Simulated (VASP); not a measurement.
Input of a VASP 6.6.1 run:

INCAR

```
SYSTEM = SiO3
  ALGO = Normal
  EDIFF = 1E-6
  ENCUT = 600
  GGA = PE
  GGA_COMPAT = .False.
  ISIF = 2
  ISMEAR = 0
  LASPH = .True.
  LCHARG = .True.
  LELF = .True.
  LREAL = .False.
  LVHAR = .True.
  LWAVE = .False.
  NBANDS = 19
  NELM = 120
  PREC = Accurate
  SIGMA = 0.2
```

Contents of KPOINTS:

```
k-points
0
Gamma
  7 7 7
  0 0 0
```

Contents of POSCAR:

```
SiO3
1.0
   -2.3364121167      2.3364121167      1.6753778881
    2.3364121167     -2.3364121167      1.6753778881
    2.3364121167      2.3364121167     -1.6753778881
Si O
1 3
Direct
    0.5000000000      0.5000000000      0.0000000000
    0.5000000000      0.0000000000      0.5000000000
    0.0000000000      0.5000000000      0.5000000000
    0.0000000000      0.0000000000      0.0000000000
```

Potentials or basis: VASP PAW PBE potentials, release 64 (Si, O).

The run is started by

```console
$ cat potpaw_PBE.64/Si/POTCAR potpaw_PBE.64/O/POTCAR > POTCAR
$ mpirun -np 1 vasp_std > vasp.out
```

(1) Predict the pressure.

(2) Estimate the band gap on the k mesh.

Answers

(1) -0.1 GPa.

(2) zero (band 11 reaches 6.35 eV, above the bottom of band 12 at 5.68 eV).
